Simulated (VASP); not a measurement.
Input of a VASP 6.6.1 run:

File POSCAR:

```
GaAs
1.0
    0.0000000000      2.8268500000      2.8268500000
    2.8268500000      0.0000000000      2.8268500000
    2.8268500000      2.8268500000      0.0000000000
As Ga
1 1
Direct
    0.7500000000      0.7500000000      0.7500000000
    0.0000000000      0.0000000000      0.0000000000
```

The input INCAR.step1:

```
SYSTEM = GaAs
  PREC = Accurate
  ENCUT = 520
  EDIFF = 1E-5
  ISMEAR = -1
  SIGMA = 0.05
  LREAL = .FALSE.
  LASPH = .TRUE.
  NELM = 60
  ALGO = Normal
  ISIF = 2
  LWAVE = .TRUE.
  GGA = PE
  NBANDS = 16
```

INCAR.step2

```
SYSTEM = GaAs
  PREC = Accurate
  ENCUT = 520
  EDIFF = 1E-7
  ISMEAR = -1
  SIGMA = 0.05
  LREAL = .FALSE.
  LASPH = .TRUE.
  NELM = 60
  ALGO = Normal
  ISIF = 2
  LWAVE = .FALSE.
  LCHARG = .TRUE.
  GGA = PE
  LHFCALC = .TRUE.
  AEXX = 1.0
  ALDAC = 0.0
  AGGAC = 0.0
  PRECFOCK = Normal
  LELF = .TRUE.
  LVHAR = .TRUE.
  ISTART = 1
  NBANDS = 16
```

KPOINTS

```
regular mesh
0
G
  5 5 5
  0 0 0
```

Potentials or basis: VASP PAW PBE potentials, release 64 (As, Ga_d).

Run with:

```console
$ cat potpaw_PBE.64/As/POTCAR potpaw_PBE.64/Ga_d/POTCAR > POTCAR
$ cp INCAR.step1 INCAR
$ mpirun -np 1 vasp_std > vasp.out
$ cp INCAR.step2 INCAR
$ mpirun -np 1 vasp_std > vasp.out
```

**Question.** Predict the band gap on the k mesh.

**Answer.** 7.38 eV (least direct gap 7.69 eV).

**Question.** What does it give for the pressure?

**Answer.** 3.4 GPa.

Caveat: the cell stands under pressure; the PAW data sets were made with another functional, which shifts forces and pressure a little; an odd mesh through Γ misses points on the zone boundary, where band edges can lie.
